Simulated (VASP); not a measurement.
Here is a VASP 6.6.1 calculation.

Contents of INCAR:

```
SYSTEM = NaAl16
ALGO = Normal
EDIFF = 1E-6
ENCUT = 520
GGA = PE
ISIF = 2
ISMEAR = 0
LASPH = .TRUE.
LCHARG = .FALSE.
LREAL = Auto
LWAVE = .FALSE.
NBANDS = 42
NELM = 100
PREC = Accurate
SIGMA = 0.15
```

The input KPOINTS:

```
k-points
0
G
  3 4 1
  0 0 0
```

File POSCAR:

```
NaAl16
1.0
    8.1000000000      0.0000000000      0.0000000000
    0.0000000000      5.7275650000      0.0000000000
    0.0000000000      0.0000000000     17.2956740000
Al Na
16 1
Direct
    0.2500000000      0.2499999564      0.0578179260
    0.7500000000      0.2499999564      0.0578179260
    0.2500000000      0.7500000436      0.0578179260
    0.7500000000      0.7500000436      0.0578179260
   -0.0023977778     -0.0018047809      0.1341885260
    0.5022095062     -0.0017654972      0.1342148331
   -0.0006718519      0.4978606092      0.1331767123
    0.5005371605      0.4978780686      0.1330403776
    0.2495102469      0.2391489228      0.2212341074
    0.7498058025      0.2484315761      0.2224095459
    0.2495602469      0.7491626896      0.2212394267
    0.7497941975      0.7450157266      0.2211576143
   -0.0034114815     -0.0065006683      0.3005984040
    0.5025959259     -0.0066049010      0.3004348371
    0.0083332099      0.4907497340      0.2966133612
    0.4909559259      0.4905901548      0.2963384948
    0.7489702469      0.6272855917      0.4130624802
```

Potentials or basis: VASP PAW PBE potentials, release 64 (Al, Na_pv).

Run with:

```console
$ cat potpaw_PBE.64/Al/POTCAR potpaw_PBE.64/Na_pv/POTCAR > POTCAR
$ mpirun -np 1 vasp_std > vasp.out
```

Task: Predict the band gap on the k mesh.

Result: Zero (an odd number of electrons rules out a gap without spin polarisation).

Task: Predict the largest force.

Result: 0.122 eV/Å.

Forces in eV/Å, atoms in the order of the input:
```
Al  -0.002 -0.040  0.047
Al   0.001 -0.017 -0.011
Al  -0.002 -0.002  0.033
Al   0.000 -0.024 -0.072
Al   0.002 -0.001  0.000
Al  -0.002 -0.001 -0.001
Al  -0.004 -0.004  0.000
Al   0.003 -0.003  0.003
Al   0.004 -0.008 -0.001
Al  -0.001  0.006  0.005
Al   0.002 -0.001  0.003
Al  -0.001 -0.008  0.001
Al   0.016 -0.004 -0.002
Al  -0.016 -0.002 -0.002
Al  -0.007 -0.006  0.004
Al   0.004 -0.005  0.006
Na   0.003  0.121 -0.014
```

Caveat: there is no dipole correction, which matters where the two faces differ.
